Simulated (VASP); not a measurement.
Runs of VASP 6.6.1 on Al2Ru. The structure is that of space group Fddd (No. 70), or close to it. The cells are those of the table. 

```tsv
cell	gap on the mesh (eV)	pressure (GPa)	largest force (eV/Å)
a = 5.921, b = 4.969, c = 4.624 Å, angles 76.1, 54.6, 49.3°, 6 atoms	(c)	(a)	0.02
a = 5.955, b = 4.877, c = 4.521 Å, angles 78.5, 53.4, 48.1°, 6 atoms	none	22.9	0.57
a = 5.837, b = 4.836, c = 4.491 Å, angles 77.4, 54.0, 48.7°, 6 atoms	none	20.7	0.36
a = 5.779, b = 4.818, c = 4.479 Å, angles 76.8, 54.3, 49.0°, 6 atoms	none	20.0	0.25
a = 5.896, b = 4.856, c = 4.505 Å, angles 78.0, 53.7, 48.4°, 6 atoms	none	21.6	0.47
a = 5.882, b = 4.937, c = 4.594 Å, angles 76.1, 54.6, 49.3°, 6 atoms	(d)	(b)	-
```

Alike in all rows: task single point; level LDA; potentials or basis VASP PAW LDA potentials, release 64 (Al, Ru_pv); no spin polarisation; k mesh 10 × 10 × 10; cutoff (eV) 520; smearing gaussian 0.03 eV.

Question: Estimate the missing entries.

Answer: (a) -3.2; (b) 0.5; (c) 0.07; (d) 0.08.

A k mesh can miss the band edges, and the runs leave out spin-orbit coupling on Ru.

A gap of «none» marks levels without a gap at the run's occupations.
